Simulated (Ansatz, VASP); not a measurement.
Sr3CuH2: VASP beside Ansatz

```
Sr Cu H
1.0
     7.01330    0.00000    0.00000
    -3.50665    6.07370    0.00000
     0.00000    0.00000    3.57974
Sr Cu H
3 1 2
Direct
  0.50000 0.00000 0.00000
  0.00000 0.50000 0.00000
  0.50000 0.50000 0.00000
  0.00000 0.00000 0.00000
  0.33333 0.66667 0.50000
  0.66667 0.33333 0.50000
```

Alike in both runs: functional PBE; k mesh 3 × 3 × 6; occupations gaussian, width 0.1 eV; no spin polarisation.

Ansatz relaxed the structure, and its values are those at the end. VASP's run is a single point on that final structure, the one shown.

|  | VASP | Ansatz |
| --- | --- | --- |
| version | VASP 6.6.1 | Ansatz 0.2.0 |
| potentials or method | VASP PAW PBE potentials, release 64 (Sr_sv, Cu, H), cutoff 520 eV | scalar-relativistic, plane waves, PAW |
| valence electrons in the cell | 43 | 51 |

|  | VASP | Ansatz | Ansatz less VASP |
| --- | --- | --- | --- |
| gap on the k mesh at the Fermi level (eV) | none | none | - |
| pressure (GPa) | 0.1 | 0.1 | -0.07 |

A gap of «none» marks a metal or a gap that the smearing closes. VASP's potentials hold 43 valence electrons a cell and Ansatz's 51, so a difference there can come from the potentials and not from the codes.
